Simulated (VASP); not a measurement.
# Cu (P2_1/m) in VASP: single point with PBE

Aim: the single point of Cu with PBE.

Everything below comes from runs of VASP 6.6.1. Logs are shortened: lines on timing, memory, paths and dates and some standing lists are left out, and cuts for length are marked.

**1. The cell of the first run**

It takes space group P2_1/m (No. 11, monoclinic). The conventional cell has a = 2.477 Å, b = 2.514 Å, c = 4.217 Å, α = 90.00°, β = 107.08°, γ = 90.00°. Cu (site symmetry m) has 12 Cu at 2.35 to 3.15 Å within 3.2 Å.

**2. Single point, PBE (atoms displaced along a vibrational mode)**

Input file INCAR:

```
PREC = Accurate
ENCUT = 520
EDIFF = 1E-7
ISMEAR = 0
SIGMA = 0.15
LREAL = False
LASPH = True
NELM = 100
ALGO = Fast
ISIF = 2
LWAVE = False
LCHARG = True
GGA = PE
LELF = True
LVHAR = True
NBANDS = 18
```

Input file KPOINTS:

```
Automatic mesh
0
Gamma
  18 18 18
```

Input file POSCAR:

```
Cu
1.0
    1.2386412945     -4.0308860292      0.0000000000
    1.2386412945      4.0308860292      0.0000000000
    0.0000000000      0.0000000000      2.5142119659
Cu
2
Direct
    0.0210080975      0.7529377565      0.2500000000
    0.9789919025      0.2470622435      0.7500000000
```

Potentials or basis: VASP PAW PBE potentials, release 64 (Cu).

On the command line:

```
cat potpaw_PBE.64/Cu/POTCAR > POTCAR
mpirun -np 1 vasp_std > vasp.out
```

OUTCAR:

```text
PREC = Accurate
   ENCUT = 520
   EDIFF = 1E-7
   ISMEAR = 0
   LREAL = False
   LASPH = True
   NELM = 100
   ISIF = 2
   GGA = PE

 ion  position               nearest neighbor table
   1  0.021  0.753  0.250-   2 2.35   2 2.35   2 2.56   2 2.56
   2  0.979  0.247  0.750-   1 2.35   1 2.35   1 2.56   1 2.56

  LATTYP: Found a base centered orthorhombic cell.
 ALAT       =     2.4772825890
 B/A-ratio  =     3.2542803531
 C/A-ratio  =     1.0149072121

  Lattice vectors:

 A1 = (   1.2386412945,  -4.0308860292,   0.0000000000)
 A2 = (   1.2386412945,   4.0308860292,   0.0000000000)
 A3 = (   0.0000000000,   0.0000000000,   2.5142119659)

Analysis of symmetry for initial positions (statically):
=====================================================================
 Subroutine PRICEL returns:
 Original cell was already a primitive cell.

 Routine SETGRP: Setting up the symmetry group for a
 base centered orthorhombic supercell.

 Subroutine GETGRP returns: Found  4 space group operations
 (whereof  2 operations were pure point group operations)
 out of a pool of  8 trial point group operations.

The static configuration has the point symmetry S_2 .
 The point group associated with its full space group is C_2h.

Analysis of symmetry for dynamics (positions and initial velocities):
=====================================================================
 Subroutine PRICEL returns:
 Original cell was already a primitive cell.

 Routine SETGRP: Setting up the symmetry group for a
 base centered orthorhombic supercell.

 Subroutine GETGRP returns: Found  4 space group operations
 (whereof  2 operations were pure point group operations)
 out of a pool of  8 trial point group operations.

The dynamic configuration has the point symmetry S_2 .
 The point group associated with its full space group is C_2h.

 Subroutine INISYM returns: Found  4 space group operations
 (whereof  2 operations are pure point group operations),
 and found     1 'primitive' translations

----------------------------------------------------------------------------------------

                                     Primitive cell

  volume of cell :      25.1060

  direct lattice vectors                    reciprocal lattice vectors
     1.238641295 -4.030886029  0.000000000     0.403668118 -0.124042207  0.000000000
     1.238641295  4.030886029  0.000000000     0.403668118  0.124042207  0.000000000
     0.000000000  0.000000000  2.514211966     0.000000000  0.000000000  0.397738939

  length of vectors
     4.216903418  4.216903418  2.514211966     0.422296600  0.422296600  0.397738939

  position of ions in fractional coordinates (direct lattice)
     0.021008098  0.752937757  0.250000000
     0.978991902  0.247062243  0.750000000

  ion indices of the primitive-cell ions
   primitive index   ion index
                 1           1
                 2           2

----------------------------------------------------------------------------------------

 KPOINTS: Automatic mesh

Automatic generation of k-mesh.
 Grid dimensions read from file:
 generate k-points for:   18   18   18

 Generating k-lattice:

  Cartesian coordinates                     Fractional coordinates (reciprocal lattice)
     0.022426007 -0.006891234  0.000000000     0.055555556  0.000000000  0.000000000
     0.022426007  0.006891234  0.000000000     0.000000000  0.055555556  0.000000000
     0.000000000  0.000000000  0.022096608     0.000000000  0.000000000  0.055555556

  Length of vectors
     0.023460922  0.023460922  0.022096608

  Shift w.r.t. Gamma in fractional coordinates (k-lattice)
     0.000000000  0.000000000  0.000000000

 Subroutine IBZKPT returns following result:
 ===========================================

 Found   1640 irreducible k-points:

 Following reciprocal coordinates:
            Coordinates               Weight
  0.000000  0.000000  0.000000      1.000000
  0.055556  0.000000  0.000000      2.000000
  0.000000  0.055556  0.000000      2.000000
  0.111111  0.000000  0.000000      2.000000
  0.000000  0.111111  0.000000      2.000000
  0.166667  0.000000  0.000000      2.000000
[... 16 lines left out ...]
  0.166667  0.055556  0.000000      2.000000
  0.055556  0.166667  0.000000      2.000000
 [... further k-points ...]
   k-points           NKPTS =   1640   k-points in BZ     NKDIM =   1640   number of bands    NBANDS=     18
   number of dos      NEDOS =    301   number of ions     NIONS =      2
   total plane-waves  NPLWV =  20480
   dimension x,y,z NGX =    32 NGY =   32 NGZ =   20
   dimension x,y,z NGXF=    64 NGYF=   64 NGZF=   40
   ions per type =               2
   NGX,Y,Z   is equivalent  to a cutoff of  12.62, 12.62, 13.22 a.u.
   NGXF,Y,Z  is equivalent  to a cutoff of  25.23, 25.23, 26.45 a.u.
 SYSTEM =  unknown system
   PREC   = accura    normal or accurate (medium, high low for compatibility)
   ISTART =      0    job   : 0-new  1-cont  2-samecut
   ICHARG =      2    charge: 1-file 2-atom 10-const
   ISPIN  =      1    spin polarized calculation?
   LNONCOLLINEAR =      F non collinear calculations
   LSORBIT =      F    spin-orbit coupling
   LASPH  =      T    aspherical Exc in radial PAW
   ENCUT  =  520.0 eV  38.22 Ry    6.18 a.u.   7.84  7.84  4.67*2*pi/ulx,y,z
   NELM   =    100;   NELMIN=  2; NELMDL= -5     # of ELM steps
   EDIFF  = 0.1E-06   stopping-criterion for ELM
   LREAL  =      F    real-space projection
   EDIFFG = 0.1E-05   stopping-criterion for IOM
   NSW    =      0    number of steps for IOM
   IBRION =     -1    ionic relax: 0-MD 1-quasi-New 2-CG
   NFREE  =      0    steps in history (QN), initial steepest desc. (CG)
   ISIF   =      2    stress and relaxation
   ISYM   =      2    0-nonsym 1-usesym 2-fastsym
   POTIM  = 0.5000    time-step for ionic-motion
   TEBEG  =    0.0;   TEEND  =   0.0 temperature during run
   PSTRESS=    0.0 pullay stress
   NELECT =      22.0000    total number of electrons
   NUPDOWN=      -1.0000    fix difference up-down
   EMIN   =  10.00;   EMAX   =-10.00  energy-range for DOS
   EFERMI =   0.00;   METHOD = LEGACY
   ISMEAR =     0;   SIGMA  =   0.15  broadening in eV -4-tet -1-fermi 0-gaus
   EFERMI_NEDOS =   21; number of points for ismear=-14 and -15
   IALGO  =     68    algorithm
   IMIX   =      4    mixing-type and parameters
     AMIX     =   0.40;   BMIX     =  1.00
     AMIX_MAG =   1.60;   BMIX_MAG =  1.00
  volume/ion in A,a.u.               =      12.55        84.71
  Fermi-wavevector in a.u.,A,eV,Ry     =   1.566594  2.960433 33.391638  2.454216
  Thomas-Fermi vector in A             =   2.668899
   LORBIT       =      0    0 simple, 1 ext, 2 COOP (PROOUT), +10 PAW based schemes
   GGA     = PE    functional components
   LHFCALC =     F    Hartree Fock is set to
   AEXX    =    0.0000 exact exchange contribution
   IVDW    =     0    specifies the selected vdW correction
   LEPSILON=     F    determine dielectric tensor
   LRPA    =     F    only Hartree local field effects (RPA)
 non-spin polarized calculation
 RMM-DIIS sequential band-by-band and
 Gauss-broadening in eV      SIGMA  =   0.15
  energy-cutoff  :      520.00
  volume of cell :       25.11
 maximum number of plane-waves:       698
   NGX = 15   NGY = 15   NGZ =  9

 number of electron      22.0000002 magnetization

 Free energy of the ion-electron system (eV)
  ---------------------------------------------------
  ext. energy  EPLUGINS =         0.00000000
  ---------------------------------------------------
  free energy    TOTEN  =        -7.05046170 eV

  energy without entropy =       -7.04338441  energy(sigma->0) =       -7.04692305

 E-fermi :   6.8515     XC(G=0): -12.3329

 val. band max:        6.8499056046   @ k =  -0.1111   0.0556   0.5000
 cond. band min:       6.8516304175   @ k =   0.5000   0.3889   0.3889
 fundamental gap:      0.0017248129
 Fermi energy:         6.8514773923

 k-point     1 :       0.0000    0.0000    0.0000
  band No.  band energies     occupation
      1      -2.0457      2.00000
      2       2.0870      2.00000
      3       2.8290      2.00000
      4       3.0587      2.00000
      5       3.8002      2.00000
      6       4.1914      2.00000
[... 10 lines left out ...]
     17      26.0621      0.00000
     18      28.7479      0.00000

 k-point     2 :       0.0556    0.0000    0.0000
  band No.  band energies     occupation
      1      -1.9604      2.00000
      2       2.1164      2.00000
      3       2.8630      2.00000
      4       3.0775      2.00000
      5       3.8046      2.00000
      6       4.1868      2.00000
[... 10 lines left out ...]
     17      26.2801      0.00000
     18      29.8418      0.00000

 k-point     3 :       0.0000    0.0556    0.0000
  band No.  band energies     occupation
      1      -1.9591      2.00000
      2       2.1170      2.00000
      3       2.8520      2.00000
      4       3.0900      2.00000
      5       3.8135      2.00000
      6       4.1852      2.00000
[... 10 lines left out ...]
     17      26.3179      0.00000
     18      29.5412      0.00000

 k-point     4 :       0.1111    0.0000    0.0000
  band No.  band energies     occupation
      1      -1.7075      2.00000
      2       2.1954      2.00000
      3       2.9565      2.00000
      4       3.1375      2.00000
      5       3.8169      2.00000
      6       4.1662      2.00000
[... 10 lines left out ...]
     17      26.5035      0.00000
     18      29.9836      0.00000

 k-point     5 :       0.0000    0.1111    0.0000
  band No.  band energies     occupation
      1      -1.7016      2.00000
      2       2.2023      2.00000
      3       2.9148      2.00000
      4       3.1787      2.00000
      5       3.8528      2.00000
      6       4.1646      2.00000
[... 10 lines left out ...]
     17      26.5382      0.00000
     18      29.9490      0.00000

 k-point     6 :       0.1667    0.0000    0.0000
  band No.  band energies     occupation
      1      -1.2963      2.00000
      2       2.3007      2.00000
      3       3.0677      2.00000
      4       3.2492      2.00000
      5       3.8337      2.00000
      6       4.0737      2.00000
[... 10 lines left out ...]
     17      26.6869      0.00000
     18      30.1853      0.00000

 k-point     7 :       0.0000    0.1667    0.0000
  band No.  band energies     occupation
      1      -1.2802      2.00000
      2       2.3310      2.00000
      3       2.9949      2.00000
      4       3.3063      2.00000
      5       3.9151      2.00000
      6       4.1231      2.00000
[... 10 lines left out ...]
     17      26.7456      0.00000
     18      30.2306      0.00000

 k-point     8 :       0.2222    0.0000    0.0000
  band No.  band energies     occupation
      1      -0.7456      2.00000
      2       2.4009      2.00000
      3       3.1300      2.00000
      4       3.3575      2.00000
      5       3.8503      2.00000
      6       4.0252      2.00000
[... 10 lines left out ...]
     17      26.8823      0.00000
     18      30.3959      0.00000
[... 229 lines left out ...]
     17      29.4414      0.00000
     18      29.7972      0.00000

 k-point    20 :       0.0556    0.0556    0.0000
  band No.  band energies     occupation
      1      -1.7342      2.00000
      2       2.2025      2.00000
      3       2.9344      2.00000
      4       3.1521      2.00000
      5       3.8249      2.00000
      6       4.1757      2.00000
[... 10 lines left out ...]
     17      26.5078      0.00000
     18      30.0747      0.00000

 k-point    21 :       0.1111    0.0556    0.0000
  band No.  band energies     occupation
      1      -1.3490      2.00000
      2       2.3166      2.00000
      3       3.0449      2.00000
      4       3.2467      2.00000
      5       3.8416      2.00000
      6       4.1263      2.00000
[... 10 lines left out ...]
     17      26.6791      0.00000
     18      30.4265      0.00000

 k-point    22 :       0.0556    0.1111    0.0000
  band No.  band energies     occupation
      1      -1.3436      2.00000
      2       2.3273      2.00000
      3       3.0176      2.00000
      4       3.2686      2.00000
      5       3.8691      2.00000
      6       4.1385      2.00000
[... 10 lines left out ...]
     17      26.6989      0.00000
     18      30.4430      0.00000

 k-point    23 :       0.1667    0.0556    0.0000
  band No.  band energies     occupation
      1      -0.8203      2.00000
      2       2.4306      2.00000
      3       3.1065      2.00000
      4       3.3470      2.00000
      5       3.8589      2.00000
      6       4.0785      2.00000
[... 10 lines left out ...]
     17      26.8735      0.00000
     18      30.7842      0.00000

 k-point    24 :       0.0556    0.1667    0.0000
  band No.  band energies     occupation
      1      -0.8014      2.00000
      2       2.4760      2.00000
      3       3.0600      2.00000
      4       3.3900      2.00000
      5       3.9331      2.00000
      6       4.0957      2.00000
[... 10 lines left out ...]
     17      26.9373      0.00000
     18      30.8347      0.00000

 [... further k-points ...]

------------------------ aborting loop because EDIFF is reached ----------------------------------------

  FORCE on cell =-STRESS in cart. coord.  units (eV):
  Direction    XX          YY          ZZ          XY          YZ          ZX
  --------------------------------------------------------------------------------------
  -------------------------------------------------------------------------------------
  Total       -0.0977441      0.9371416      0.5943572      1.5199178      0.0000000      0.0000000
  in kB       -6.2376812     59.8050498     37.9297619     96.9957572      0.0000000      0.0000000
  external PRESSURE =      30.4990435 kB  Pullay stress =       0.0000000 kB

 VOLUME and BASIS-vectors are now :
 -----------------------------------------------------------------------------
  energy-cutoff  :      520.00
  volume of cell :       25.11
      direct lattice vectors                 reciprocal lattice vectors
     1.238641295 -4.030886029  0.000000000     0.403668118 -0.124042207  0.000000000
     1.238641295  4.030886029  0.000000000     0.403668118  0.124042207  0.000000000
     0.000000000  0.000000000  2.514211966     0.000000000  0.000000000  0.397738939

 POSITION                                       TOTAL-FORCE (eV/Angst)
 -----------------------------------------------------------------------------------
      0.95864      2.95033      0.62855         0.396154      1.005646      0.000000
      1.51864     -2.95033      1.88566        -0.396154     -1.005646      0.000000
 -----------------------------------------------------------------------------------
    total drift:                               -0.000000     -0.000000     -0.000000

  FREE ENERGIE OF THE ION-ELECTRON SYSTEM (eV)
  ---------------------------------------------------
  free  energy   TOTEN  =        -7.0504616959 eV

  energy  without entropy=       -7.0433844116  energy(sigma->0) =       -7.04692305
```

Wall time 24 min (1 thread of Oxide Virtual Turin-like, shared host); peak memory 0.63 GiB.

What came out:

```yaml
Free_energy: -7.0505 eV
Pressure: 3.0 GPa
Largest_force: 1.081 eV/Å
Band_gap_on_the_k_mesh: zero (bands 11 and 12 overlap by 6.63 eV)
```

Forces on the atoms (eV/Å):
```
Cu   0.396  1.006  0.000
Cu  -0.396 -1.006  0.000
```

Caveat: the cell differs from its parent crystal (atoms displaced along a vibrational mode); the stress differs along the axes, from -1 to 6 GPa; forces of over 1 eV/Å act on the atoms, so gaps and moduli don't describe the material at rest.
